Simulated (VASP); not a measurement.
# SnO: single point with PBE+D3(BJ)

SnO, a slab with vacuum:

```xyz
4
Lattice="3.8364 0.0000 0.0000 0.0000 3.8364 0.0000 0.0000 0.0000 30.6319" Properties=species:S:1:pos:R:3 pbc="T T T"
Sn    1.9182    0.0000   14.1580
Sn    0.0000    1.9182   16.4739
O     0.0000    0.0000   15.3160
O     1.9182    1.9182   15.3160
```

```yaml
Program: VASP 6.6.1
Task: single point
Functional: PBE
Dispersion: D3(BJ)
Potentials_or_basis: VASP PAW PBE potentials, release 64 (Sn_d, O_h)
Cutoff: 910 eV
k_mesh: 6 × 6 × 1
Occupations: gaussian, width 0.1 eV
Spin: no spin polarisation
Dipole_correction: yes
Second_run: hard_potentials
Further_INCAR_settings: ALGO = Normal; EDIFF = 1e-06; NBANDS = 28; NELMDL = -8
```

```
Largest force              : 0.420 eV/Å
Band gap on the k mesh     : 2.97 eV, indirect (least direct gap 3.01 eV)
Dispersion energy per atom : -0.136 eV
```

Forces in eV/Å, atoms in the order of the input:
```
Sn   0.000  0.000 -0.420
Sn   0.000  0.000  0.420
O    0.000  0.000  0.000
O    0.000  0.000  0.000
```

Levels at points of the mesh, in eV from the valence-band top:
```
           k point  band 16  band 17  band 18  band 19  band 20  band 21  band 22  band 23  band 24  band 25
(0.00, 0.00, 0.00)    -3.70    -2.18    -1.87    -1.87    -0.04     2.97     3.00     5.18     5.24     5.54
(0.50, 0.00, 0.00)    -3.81    -3.48    -3.48    -0.53    -0.53     3.23     3.23     5.69     5.69     7.22
(0.50, 0.50, 0.00)    -3.94    -1.21    -1.21    -0.68    -0.68     3.13     3.13     5.26     5.26     6.55
```

Run time: 8.7 min on 1 thread of Intel(R) Xeon(R) Platinum 8375C CPU @ 2.90GHz (Ice Lake), on a shared host, peak memory 1.1 GiB.

Caveat: spin-orbit coupling is left out, which moves the levels of the heavy elements.
